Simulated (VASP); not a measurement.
# TiAl3 (Pm) in VASP: single point with PBEsol

Aim: the single point of TiAl3 with PBEsol.

All numbers are computed with VASP 6.6.1; they aren't measurements. Logs are shortened: lines on timing, memory, paths and dates and some standing lists are left out, and cuts for length are marked.

### Step 1. The cell of the first run

Symmetry: Pm, No. 6, monoclinic system. Conventional cell: a = 3.948 Å, b = 3.948 Å, c = 11.871 Å, α = 90.00°, β = 93.81°, γ = 90.00°. Within 3.7 Å of Ti (site symmetry m) lie 12 Al at 2.79 Å. Within 3.7 Å of Ti (site symmetry m) lie 12 Al at 2.79 Å. Ti (site symmetry m) has 11 Al at 2.30 to 2.90 Å within 3.0 Å. Within 3.0 Å of Al (site symmetry m) lie 3 Ti at 2.30 to 2.79 Å and 8 Al at 2.79 to 2.90 Å. Al (site symmetry m) has 8 Al at 2.79 Å and 4 Ti at 2.79 Å within 3.7 Å. Within 3.7 Å of Al (site symmetry m) lie 4 Ti at 2.79 Å and 8 Al at 2.79 Å. Within 3.0 Å of Al (site symmetry m) lie 7 Al at 2.30 to 2.79 Å and 4 Ti at 2.79 to 2.90 Å. Within 3.7 Å of Al (site symmetry m) lie 8 Al at 2.79 Å and 4 Ti at 2.79 Å.

### Step 2. Single point, PBEsol (the part above a cut slid along it)

INCAR reads:

```
SYSTEM = TiAl3
ALGO = Normal ; EDIFF = 1E-6
ENCUT = 500 ; GGA = PS
GGA_COMPAT = .FALSE. ; ISIF = 2
ISMEAR = 0 ; LASPH = .TRUE.
LCHARG = .FALSE. ; LREAL = .FALSE.
LWAVE = .FALSE. ; NBANDS = 44
NELM = 120 ; PREC = Accurate
SIGMA = 0.15
```

KPOINTS reads:

```
k-points
0
G
  12 12 4
  0 0 0
```

POSCAR reads:

```
TiAl3
1.0
    0.0000000000     -3.9483448101      0.0000000000
    0.0000000000      0.0000000000     -3.9483448101
   11.8450344303     -0.7896689620      0.0000000000
Ti Al
3 9
Direct
   -0.0499966667      1.0000000000      0.2499833333
   -0.1166633333      1.0000000000      0.5833166667
   -0.1833300000      1.0000000000      0.9166500000
    0.4833366667      0.0000000000      0.0833166667
    0.4166700000      0.0000000000      0.4166500000
    0.3500033333      0.0000000000      0.7499833333
   -0.0166633333      0.5000000000      0.0833166667
   -0.0833300000      0.5000000000      0.4166500000
   -0.1499966667      0.5000000000      0.7499833333
    0.3166700000      0.5000000000      0.9166500000
    0.4500033333      0.5000000000      0.2499833333
    0.3833366667      0.5000000000      0.5833166667
```

Potentials or basis: VASP PAW PBE potentials, release 64 (Ti_sv, Al).

The run is started by

```bash
> cat potpaw_PBE.64/Ti_sv/POTCAR potpaw_PBE.64/Al/POTCAR > POTCAR
> mpirun -np 1 vasp_std > vasp.out
```

OUTCAR:

```text
SYSTEM = TiAl3
   EDIFF = 1E-6
   ENCUT = 500
   GGA = PS
   ISIF = 2
   ISMEAR = 0
   LASPH = .TRUE.
   LREAL = .FALSE.
   NELM = 120
   PREC = Accurate

 ion  position               nearest neighbor table
   1  0.950  0.000  0.250-   4 2.79   7 2.79   7 2.79   4 2.79  11 2.79  11 2.79  11 2.79  11 2.79
                             5 2.79   8 2.79   8 2.79   5 2.79
   2  0.883  0.000  0.583-   6 2.79   9 2.79   9 2.79   6 2.79  12 2.79  12 2.79  12 2.79  12 2.79
                             5 2.79   8 2.79   8 2.79   5 2.79
   3  0.817  0.000  0.917-   4 2.30  10 2.79  10 2.79  10 2.79  10 2.79   6 2.79   9 2.79   9 2.79
                             6 2.79   7 2.90   7 2.90
   4  0.483  0.000  0.083-   3 2.30   1 2.79  11 2.79  11 2.79   1 2.79   7 2.79   7 2.79   7 2.79
                             7 2.79  10 2.90  10 2.90
   5  0.417  0.000  0.417-   8 2.79   8 2.79   8 2.79   8 2.79   1 2.79   2 2.79  11 2.79  11 2.79
                            12 2.79  12 2.79   1 2.79   2 2.79
   6  0.350  0.000  0.750-   2 2.79  12 2.79  12 2.79   2 2.79   9 2.79   9 2.79   9 2.79   9 2.79
                             3 2.79  10 2.79  10 2.79   3 2.79
   7  0.983  0.500  0.083-  10 2.30  11 2.79   1 2.79   1 2.79  11 2.79   4 2.79   4 2.79   4 2.79
                             4 2.79   3 2.90   3 2.90
   8  0.917  0.500  0.417-   5 2.79   5 2.79   5 2.79   5 2.79  11 2.79  12 2.79   1 2.79   1 2.79
                             2 2.79   2 2.79  11 2.79  12 2.79
   9  0.850  0.500  0.750-  12 2.79   2 2.79   2 2.79  12 2.79   6 2.79   6 2.79   6 2.79   6 2.79
                            10 2.79   3 2.79   3 2.79  10 2.79
  10  0.317  0.500  0.917-   7 2.30   3 2.79   3 2.79   3 2.79   3 2.79   9 2.79   6 2.79   6 2.79
                             9 2.79   4 2.90   4 2.90
  11  0.450  0.500  0.250-   7 2.79   4 2.79   4 2.79   7 2.79   1 2.79   1 2.79   1 2.79   1 2.79
                             8 2.79   5 2.79   5 2.79   8 2.79
  12  0.383  0.500  0.583-   9 2.79   6 2.79   6 2.79   9 2.79   2 2.79   2 2.79   2 2.79   2 2.79
                             8 2.79   5 2.79   5 2.79   8 2.79

  LATTYP: Found a simple monoclinic cell.
 ALAT       =     3.9483448101
 B/A-ratio  =     1.0000000000
 C/A-ratio  =     3.0066592757
 COS(beta)  =    -0.0665190105

  Lattice vectors:

 A1 = (   0.0000000000,  -3.9483448101,   0.0000000000)
 A2 = (   0.0000000000,   0.0000000000,   3.9483448101)
 A3 = ( -11.8450344303,   0.7896689620,   0.0000000000)

Analysis of symmetry for initial positions (statically):
=====================================================================
 Subroutine PRICEL returns:
 Original cell was already a primitive cell.

 Routine SETGRP: Setting up the symmetry group for a
 simple monoclinic supercell.

 Subroutine GETGRP returns: Found  2 space group operations
[... 155 lines left out ...]
   IMIX   =      4    mixing-type and parameters
     AMIX     =   0.40;   BMIX     =  1.00
     AMIX_MAG =   1.60;   BMIX_MAG =  1.00
  volume/ion in A,a.u.               =      15.39       103.84
  Fermi-wavevector in a.u.,A,eV,Ry     =   1.143930  2.161715 17.804261  1.308576
  Thomas-Fermi vector in A             =   2.280624
   LORBIT       =      0    0 simple, 1 ext, 2 COOP (PROOUT), +10 PAW based schemes
   GGA     = PS    functional components
   LHFCALC =     F    Hartree Fock is set to
   AEXX    =    0.0000 exact exchange contribution
   IVDW    =     0    specifies the selected vdW correction
   LEPSILON=     F    determine dielectric tensor
   LRPA    =     F    only Hartree local field effects (RPA)
 non-spin polarized calculation
 Gauss-broadening in eV      SIGMA  =   0.15
  energy-cutoff  :      500.00
  volume of cell :      184.66
 maximum number of plane-waves:      4730
 NGX is ok and might be reduce to    30
   NGX = 15   NGY = 15   NGZ = 43

 number of electron      62.9999984 magnetization

 Free energy of the ion-electron system (eV)
  ---------------------------------------------------
  ext. energy  EPLUGINS =         0.00000000
  ---------------------------------------------------
  free energy    TOTEN  =       -65.00622472 eV

  energy without entropy =      -64.93179263  energy(sigma->0) =      -64.96900867

 E-fermi :   9.0406     XC(G=0): -10.9278

 val. band max:        9.0402659303   @ k =   0.0000   0.0833   0.5000
 cond. band min:       9.0415339440   @ k =   0.0833   0.0000   0.2500
 fundamental gap:      0.0012680137
 Fermi energy:         9.0405522162

 k-point     1 :       0.0000    0.0000    0.0000
  band No.  band energies     occupation
      1     -47.6655      2.00000
      2     -47.6538      2.00000
      3     -47.5343      2.00000
      4     -24.0917      2.00000
      5     -24.0796      2.00000
      6     -24.0756      2.00000
[... 1093 lines left out ...]
     42      11.5905      0.00000
     43      11.8452      0.00000

 [... further k-points ...]

 [bands above 43 left out]

------------------------ aborting loop because EDIFF is reached ----------------------------------------

  FORCE on cell =-STRESS in cart. coord.  units (eV):
  Direction    XX          YY          ZZ          XY          YZ          ZX
  --------------------------------------------------------------------------------------
  -------------------------------------------------------------------------------------
  Total        8.6145121      3.2975558     -1.0997959      6.9005448      0.0000000      0.0000000
  in kB       74.7437345     28.6112121     -9.5423693     59.8725136      0.0000000      0.0000000
  external PRESSURE =      31.2708591 kB  Pullay stress =       0.0000000 kB

 VOLUME and BASIS-vectors are now :
 -----------------------------------------------------------------------------
  energy-cutoff  :      500.00
  volume of cell :      184.66
      direct lattice vectors                 reciprocal lattice vectors
     0.000000000 -3.948344810  0.000000000    -0.016884712 -0.253270686  0.000000000
     0.000000000  0.000000000 -3.948344810     0.000000000  0.000000000 -0.253270686
    11.845034430 -0.789668962  0.000000000     0.084423562  0.000000000  0.000000000

 POSITION                                       TOTAL-FORCE (eV/Angst)
 -----------------------------------------------------------------------------------
      2.96106     -3.94834      0.00000         0.250032      0.034463      0.000000
      6.90941     -3.94834      0.00000        -0.058805     -0.026111      0.000000
     10.85775     -3.94834      0.00000        -2.329262     -2.166255      0.000000
      0.98689     -1.97417      0.00000         2.064762      1.922172      0.000000
      4.93523     -1.97417      0.00000         0.005996     -0.008999      0.000000
      8.88358     -1.97417      0.00000         0.069930      0.102594      0.000000
      0.98689     -3.94834     -1.97417         1.811419      1.664848      0.000000
      4.93523     -3.94834     -1.97417        -0.002377      0.025570      0.000000
      8.88358     -3.94834     -1.97417         0.020513     -0.005737      0.000000
     10.85775     -1.97417     -1.97417        -1.791260     -1.618808      0.000000
      2.96106     -1.97417     -1.97417        -0.041267      0.057146      0.000000
      6.90941     -1.97417     -1.97417         0.000318      0.019117      0.000000
 -----------------------------------------------------------------------------------
    total drift:                                0.000279      0.000071     -0.000000

  FREE ENERGIE OF THE ION-ELECTRON SYSTEM (eV)
  ---------------------------------------------------
  free  energy   TOTEN  =       -65.0062247177 eV

  energy  without entropy=      -64.9317926300  energy(sigma->0) =      -64.96900867
```

stdout:

```text
POSCAR found type information on POSCAR TiAl
 POSCAR found :  2 types and      12 ions
 scaLAPACK will be used
 -----------------------------------------------------------------------------
|                                                                             |
|                                                                             |
|     You enforced a specific xc type in the INCAR file but a different       |
|     I HOPE YOU KNOW WHAT YOU ARE DOING!                                     |
|                                                                             |
 -----------------------------------------------------------------------------

 LDA part: xc-table for (Slater+PW92), standard interpolation
 POSCAR, INCAR and KPOINTS ok, starting setup
 FFT: planning ... GRIDC
 FFT: planning ... GRID_SOFT
 FFT: planning ... GRID
 WAVECAR not read
 entering main loop
```

Wall time 51 min (1 thread of Oxide Virtual Turin-like, shared host); peak memory 0.97 GiB.

What came out:

```
Free energy            : -65.0062 eV
Pressure               : 3.1 GPa
Largest force          : 3.181 eV/Å
Band gap on the k mesh : zero (an odd number of electrons rules out a gap without spin polarisation)
```

Forces on the atoms (eV/Å):
```
Ti   0.250  0.034  0.000
Ti  -0.059 -0.026  0.000
Ti  -2.329 -2.166  0.000
Al   2.065  1.922  0.000
Al   0.006 -0.009  0.000
Al   0.070  0.103  0.000
Al   1.811  1.665  0.000
Al  -0.002  0.026  0.000
Al   0.021 -0.006  0.000
Al  -1.791 -1.619  0.000
Al  -0.041  0.057  0.000
Al   0.000  0.019  0.000
```

Caveat: the cell differs from its parent crystal (the part above a cut slid along it); the stress differs along the axes, from -1 to 7 GPa; the PAW data sets were made with another functional, which shifts forces and pressure a little.
